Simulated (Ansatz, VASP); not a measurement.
**Two plane-wave programs on P**

Contents of POSCAR:

```
P
1.0
    2.3976830191      0.0000000000     -0.0051403515
    0.0000000000      2.3954462282      0.0000000000
   -0.0303753177      0.0000000000      4.9281739181
P
2
Direct
    0.9986305050      0.0000000000      0.2299751009
    0.0013694950      0.0000000000      0.7700248991
```

Contents of INCAR.step1:

```
SYSTEM = P
PREC = Accurate ; ENCUT = 520
ISMEAR = 0 ; SIGMA = 0.1
LREAL = .FALSE. ; LASPH = .TRUE.
NELM = 100 ; NBANDS = 12
GGA = PE ; ALGO = Normal
EDIFF = 1E-4 ; LWAVE = .TRUE.
LCHARG = .FALSE.
```

INCAR.step2

```
SYSTEM = P
PREC = Accurate ; ENCUT = 520
EDIFF = 1E-6 ; ISMEAR = 0
SIGMA = 0.1 ; LREAL = .FALSE.
LASPH = .TRUE. ; NELM = 100
ALGO = Normal ; ISIF = 2
LWAVE = .FALSE. ; LCHARG = .TRUE.
METAGGA = R2SCAN ; LMIXTAU = .TRUE.
LELF = .TRUE. ; LVHAR = .TRUE.
NBANDS = 12 ; ISTART = 1
```

The input KPOINTS:

```
Automatic mesh
0
G
  18 18 10
  0 0 0
```

Input for Ansatz:

```yaml
crystal:
  lattice:
    - [2.3976830191, 0.0, -0.0051403515]
    - [0.0, 2.3954462282, 0.0]
    - [-0.0303753177, 0.0, 4.9281739181]
  atoms:
    - { symbol: P, position: [0.998630505, 0.0, 0.2299751009] }
    - { symbol: P, position: [0.001369495, 0.0, 0.7700248991] }
basis:
  ecutwfc: 500
kpoints:
  mp_grid: { grid: [18, 18, 10] }
hamiltonian:
  xc: r2scan
scf:
  occupations: { method: gaussian, width: 0.1 }
output:
  forces: true
  stress: true
  eigenvalues: true
```

Alike in both runs: task single point; functional r2SCAN; k mesh 18 × 18 × 10; occupations gaussian, width 0.1 eV; no spin polarisation.

```csv
,VASP,Ansatz
version,VASP 6.6.1,Ansatz 0.2.0
potentials or method,"VASP PAW PBE potentials, release 64 (P), cutoff 520 eV","scalar-relativistic, plane waves, PAW"
valence electrons in the cell,10,10
```

Ansatz gave:

```
gap on the k mesh at the Fermi level (eV)                     : none
pressure (GPa)                                                : 6.1
traceless stress, the component that is largest in VASP (GPa) : -3.90
rms of the force components (eV/Å)                            : 0.260
```

Estimate VASP's values.

gap on the k mesh at the Fermi level (eV): none; pressure (GPa): 5.5; traceless stress, the component that is largest in VASP (GPa): -4.04; rms of the force components (eV/Å): 0.230.

VASP's potentials were made for PBE, not for r2SCAN. Atom by atom the forces differ by 0.031 eV/Å (rms over components). A gap of «none» marks a metal or a gap that the smearing closes. With one functional, cell and mesh, what is left measures potentials, basis and numerics.
